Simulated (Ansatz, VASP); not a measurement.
**One calculation of AlRu, two programs**

```
Al Ru
1.0
     3.12362    0.02992    0.02992
     0.02992    3.12362    0.02992
     0.02992    0.02992    3.12362
Al Ru
1 1
Direct
  0.01930 0.01930 0.01930
  0.48070 0.48070 0.48070
```

Alike in both runs: task single point; functional PBE; k mesh 12 × 12 × 12; occupations gaussian, width 0.1 eV; no spin polarisation.

|  | VASP | Ansatz |
| --- | --- | --- |
| version | VASP 6.6.1 | Ansatz 0.2.0 |
| potentials or method | VASP PAW PBE potentials, release 64 (Al, Ru_pv), cutoff 520 eV | scalar-relativistic, plane waves, PAW |
| valence electrons in the cell | 17 | 19 |

Ansatz gave:

* gap on the k mesh at the Fermi level (eV): none
* pressure (GPa): -16.2
* traceless stress, the component that is largest in VASP (GPa): -0.21
* rms of the force components (eV/Å): 0.486

Q: Which values does VASP return?

A: gap on the k mesh at the Fermi level (eV): none; pressure (GPa): -16.2; traceless stress, the component that is largest in VASP (GPa): -0.20; rms of the force components (eV/Å): 0.489.

Atom by atom the forces differ by 0.003 eV/Å (rms over components). A gap of «none» marks a metal or a gap that the smearing closes. With one functional, cell and mesh, what is left measures potentials, basis and numerics. VASP's potentials hold 17 valence electrons a cell and Ansatz's 19, so a difference there can come from the potentials and not from the codes.
